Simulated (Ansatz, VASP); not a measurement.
Ir in VASP and in Ansatz

```
Ir
1.0
     0.00000    1.91970    1.97729
     1.91970    0.00000    1.97729
     1.91970    1.91970    0.00000
Ir
1
Direct
  0.00000 0.00000 0.00000
```

Change from the starting cell: strain +0.0300 x Voigt [0, 0, 1, 0, 0, 0], atoms carried along.

Alike in both runs: task single point; functional LDA; k mesh 8 × 8 × 8; occupations gaussian, width 0.15 eV; no spin polarisation.

|  | VASP | Ansatz |
| --- | --- | --- |
| version | VASP 6.6.1 | Ansatz 0.2.0 |
| potentials or method | VASP PAW LDA potentials, release 64 (Ir), cutoff 520 eV | scalar-relativistic, plane waves, PAW |
| valence electrons in the cell | 9 | 17 |

Ansatz gave:

- gap on the k mesh at the Fermi level (eV): none
- pressure (GPa): -16.8
- traceless stress, the component that is largest in VASP (GPa): -6.50

Task: Estimate VASP's values.

Result: gap on the k mesh at the Fermi level (eV): none; pressure (GPa): -14.8; traceless stress, the component that is largest in VASP (GPa): -6.45.

LDA's correlation is that of Perdew and Zunger in VASP and of Perdew and Wang (1992) in Ansatz. A gap of «none» marks a metal or a gap that the smearing closes. VASP's potentials hold 9 valence electrons a cell and Ansatz's 17, so a difference there can come from the potentials and not from the codes.

Spin-orbit coupling is off throughout.
